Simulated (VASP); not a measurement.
# Si (P1) in VASP: single point with PBE

Aim: the single point of Si with PBE.

Everything below comes from runs of VASP 6.6.1. Logs are shortened: lines on timing, memory, paths and dates and some standing lists are left out, and cuts for length are marked.

### 1 The cell of the first run

The typed cell holds 8 atoms: a = 5.431 Å, b = 5.431 Å, c = 5.431 Å, α = 90.00°, β = 90.00°, γ = 90.00°.

### 2 Single point, PBE, collinear spin

File INCAR:

```
  ALGO = Normal
  EDIFF = 1E-6
  ENCUT = 500
  GGA = PE
  GGA_COMPAT = F
  ISIF = 2
  ISMEAR = 0
  ISPIN = 2
  ISYM = 0
  LASPH = T
  LCHARG = F
  LORBIT = 11
  LREAL = F
  LWAVE = F
  MAGMOM = 0.125 0.125 0.125 0.125 0.125 0.125 0.125 0.125
  NBANDS = 30
  NELECT = 33.0
  NELM = 200
  NUPDOWN = 1.0
  PREC = Accurate
  SIGMA = 0.01
```

File KPOINTS:

```
k-points
0
Gamma
  1 1 1
```

File POSCAR:

```
Si
1.0
    5.4310000000      0.0000000000      0.0000000000
    0.0000000000      5.4310000000      0.0000000000
    0.0000000000      0.0000000000      5.4310000000
Si
8
Direct
   -0.0147300000     -0.0021200000      0.0104700000
   -0.0063800000      0.5062200000      0.4893600000
    0.2519600000      0.2645700000      0.2477100000
    0.2603100000      0.7434500000      0.7560600000
    0.4892000000      0.0018000000      0.5144100000
    0.4975500000      0.5101500000     -0.0067000000
    0.7559000000      0.2390400000      0.7516400000
    0.7642500000      0.7473900000      0.2599900000
```

Potentials or basis: VASP PAW PBE potentials, release 64 (Si).

Started as:

```sh
$ cat potpaw_PBE.64/Si/POTCAR > POTCAR
$ mpirun -np 1 vasp_gam > vasp.out
```

OUTCAR:

```text
EDIFF = 1E-6
   ENCUT = 500
   GGA = PE
   ISIF = 2
   ISMEAR = 0
   ISPIN = 2
   ISYM = 0
   LASPH = T
   LORBIT = 11
   LREAL = F
   NELECT = 33.0
   NELM = 200
   NUPDOWN = 1.0
   PREC = Accurate

 ion  position               nearest neighbor table
   1  0.985  0.998  0.010-   8 2.26   7 2.29   3 2.42   4 2.46
   2  0.994  0.506  0.489-   8 2.20   3 2.33   7 2.41   4 2.42
   3  0.252  0.265  0.248-   2 2.33   6 2.34   5 2.41   1 2.42
   4  0.260  0.743  0.756-   6 2.22   5 2.29   2 2.42   1 2.46
   5  0.489  0.002  0.514-   4 2.29   7 2.33   3 2.41   8 2.46
   6  0.498  0.510  0.993-   4 2.22   3 2.34   8 2.42   7 2.42
   7  0.756  0.239  0.752-   1 2.29   5 2.33   2 2.41   6 2.42
   8  0.764  0.747  0.260-   2 2.20   1 2.26   6 2.42   5 2.46

IMPORTANT INFORMATION: All symmetrisations will be switched off!
NOSYMM: (Re-)initialisation of all symmetry stuff for point group C_1.

----------------------------------------------------------------------------------------

                                     Primitive cell

  volume of cell :     160.1915

  direct lattice vectors                    reciprocal lattice vectors
     5.431000000  0.000000000  0.000000000     0.184128153  0.000000000  0.000000000
     0.000000000  5.431000000  0.000000000     0.000000000  0.184128153  0.000000000
     0.000000000  0.000000000  5.431000000     0.000000000  0.000000000  0.184128153

  length of vectors
     5.431000000  5.431000000  5.431000000     0.184128153  0.184128153  0.184128153

  position of ions in fractional coordinates (direct lattice)
     0.985270000  0.997880000  0.010470000
     0.993620000  0.506220000  0.489360000
     0.251960000  0.264570000  0.247710000
     0.260310000  0.743450000  0.756060000
     0.489200000  0.001800000  0.514410000
     0.497550000  0.510150000  0.993300000
     0.755900000  0.239040000  0.751640000
     0.764250000  0.747390000  0.259990000

  ion indices of the primitive-cell ions
   primitive index   ion index
                 1           1
                 2           2
                 3           3
                 4           4
                 5           5
                 6           6
                 7           7
                 8           8

----------------------------------------------------------------------------------------

 KPOINTS: k-points

Automatic generation of k-mesh.
 Grid dimensions read from file:
 generate k-points for:    1    1    1

 Generating k-lattice:

[... 80 lines left out ...]
  ext. energy  EPLUGINS =         0.00000000
  ---------------------------------------------------
  free energy    TOTEN  =       -26.65548168 eV

  energy without entropy =      -26.65548168  energy(sigma->0) =      -26.65548168

 E-fermi :   6.1258     XC(G=0):  -9.4481

 val. band max:        6.0505597602   @ k =   0.0000   0.0000   0.0000
 cond. band min:       6.3416540344   @ k =   0.0000   0.0000   0.0000
 fundamental gap:      0.2910942742
 Fermi energy:         6.1257681007

 spin component 1

 k-point     1 :       0.0000    0.0000    0.0000
  band No.  band energies     occupation
      1      -6.1677      1.00000
      2      -2.3770      1.00000
      3      -2.1496      1.00000
      4      -1.9648      1.00000
      5      -1.9410      1.00000
      6      -1.7294      1.00000
[... 20 lines left out ...]
     27      13.3245      0.00000
     28      13.4433      0.00000
 Fermi energy:         6.1257681007

 spin component 2

 k-point     1 :       0.0000    0.0000    0.0000
  band No.  band energies     occupation
      1      -6.0559      1.00000
      2      -2.2424      1.00000
      3      -2.0566      1.00000
      4      -1.9459      1.00000
      5      -1.8815      1.00000
      6      -1.7645      1.00000
[... 20 lines left out ...]
     27      13.5340      0.00000
     28      13.6215      0.00000
 [bands above 28 left out]

------------------------ aborting loop because EDIFF is reached ----------------------------------------

  FORCE on cell =-STRESS in cart. coord.  units (eV):
  Direction    XX          YY          ZZ          XY          YZ          ZX
  --------------------------------------------------------------------------------------
  -------------------------------------------------------------------------------------
  Total       19.1330533     15.2910985     18.4215891     -2.0275010     -9.4468342      3.9373467
  in kB      191.3618914    152.9360465    184.2460833    -20.2783328    -94.4838254     39.3799205
  external PRESSURE =     176.1813404 kB  Pullay stress =       0.0000000 kB

 VOLUME and BASIS-vectors are now :
 -----------------------------------------------------------------------------
  energy-cutoff  :      500.00
  volume of cell :      160.19
      direct lattice vectors                 reciprocal lattice vectors
     5.431000000  0.000000000  0.000000000     0.184128153  0.000000000  0.000000000
     0.000000000  5.431000000  0.000000000     0.000000000  0.184128153  0.000000000
     0.000000000  0.000000000  5.431000000     0.000000000  0.000000000  0.184128153

 POSITION                                       TOTAL-FORCE (eV/Angst)
 -----------------------------------------------------------------------------------
      5.35100      5.41949      0.05686         0.005229      0.114225      0.268702
      5.39635      2.74928      2.65771        -0.121797     -0.144441      0.763987
      1.36839      1.43688      1.34531         0.613948     -0.277228     -0.546613
      1.41374      4.03768      4.10616        -0.951018      0.074795     -0.053896
      2.65685      0.00978      2.79376        -0.381443     -0.281331     -0.742930
      2.70219      2.77062      5.39461         1.042790      0.001058      0.664010
      4.10529      1.29823      4.08216         0.516018      0.394453     -0.318051
      4.15064      4.05908      1.41201        -0.723727      0.118469     -0.035209
 -----------------------------------------------------------------------------------
    total drift:                               -0.000093     -0.000013      0.000050

  FREE ENERGIE OF THE ION-ELECTRON SYSTEM (eV)
  ---------------------------------------------------
  free  energy   TOTEN  =       -26.6554816787 eV

  energy  without entropy=      -26.6554816787  energy(sigma->0) =      -26.65548168

 total charge

# of ion       s       p       d       tot
------------------------------------------
    1        0.690   1.020   0.000   1.709
    2        0.694   1.021   0.000   1.715
    3        0.739   0.990   0.000   1.729
    4        0.733   1.010   0.000   1.743
    5        0.701   1.019   0.000   1.720
    6        0.693   1.020   0.000   1.712
    7        0.737   0.996   0.000   1.733
    8        0.694   1.032   0.000   1.726
--------------------------------------------------
tot          5.681   8.107   0.000  13.788

 magnetization (x)

# of ion       s       p       d       tot
------------------------------------------
    1        0.003  -0.002   0.000   0.001
    2        0.002  -0.041   0.000  -0.040
    3        0.055  -0.047   0.000   0.007
    4        0.045  -0.013   0.000   0.031
    5        0.020  -0.012   0.000   0.008
    6        0.001  -0.041   0.000  -0.041
    7        0.051  -0.061   0.000  -0.010
    8       -0.005  -0.034   0.000  -0.039
--------------------------------------------------
tot          0.171  -0.252   0.000  -0.081
```

OSZICAR:

```text
N       E                     dE             d eps       ncg     rms          rms(c)
DAV:   1     0.148651482594E+03    0.14865E+03   -0.13250E+04   120   0.892E+02
DAV:   2    -0.172900255412E+02   -0.16594E+03   -0.13073E+03   176   0.161E+02
[... 18 lines left out ...]
DAV:  21    -0.266554526583E+02   -0.12166E-04   -0.68130E-05   144   0.280E-02    0.129E-02
DAV:  22    -0.266554696980E+02   -0.17040E-04   -0.10923E-04   144   0.239E-02    0.101E-02
DAV:  23    -0.266554773870E+02   -0.76891E-05   -0.64542E-05   144   0.194E-02    0.788E-03
DAV:  24    -0.266554801700E+02   -0.27830E-05   -0.42678E-05   138   0.169E-02    0.524E-03
DAV:  25    -0.266554814604E+02   -0.12903E-05   -0.22466E-05   144   0.128E-02    0.250E-03
DAV:  26    -0.266554816787E+02   -0.21832E-06   -0.25378E-06   108   0.518E-03
   1 F= -.26655482E+02 E0= -.26655482E+02  d E =-.789576E-27  mag=     1.0000
```

It took 53 s on 1 thread of Intel Xeon Platinum 8259CL at 2.50GHz (Skylake/Cascade Lake), shared host; peak memory 0.26 GiB.

Results:

```yaml
Free_energy: -26.6555 eV
Largest_force: 1.236 eV/Å
Net_moment: 1.00 μB per cell
Site_moments: Si +0.00, -0.04, +0.01, +0.03, -0.01 (each value once) μB
Valence_electrons_inside_the_program's_atomic_spheres: Si 1.71, 1.72, 1.73, 1.74 (each value once)
```

Forces on the atoms (eV/Å):
```
Si   0.005  0.114  0.269
Si  -0.122 -0.144  0.764
Si   0.614 -0.277 -0.547
Si  -0.951  0.075 -0.054
Si  -0.381 -0.281 -0.743
Si   1.043  0.001  0.664
Si   0.516  0.394 -0.318
Si  -0.724  0.118 -0.035
```

Caveat: the k points lie up to 1.16 Å⁻¹ apart, too coarse for converged energies, forces and pressures; the cell carries a net charge on a neutralising background, which shifts energy and pressure; the cell is charged against a uniform background, so pressure and absolute levels hang on convention; the total moment is fixed, so each spin has its own Fermi level and the state may be an excited one; forces of over 1 eV/Å act on the atoms, so gaps and moduli don't describe the material at rest.
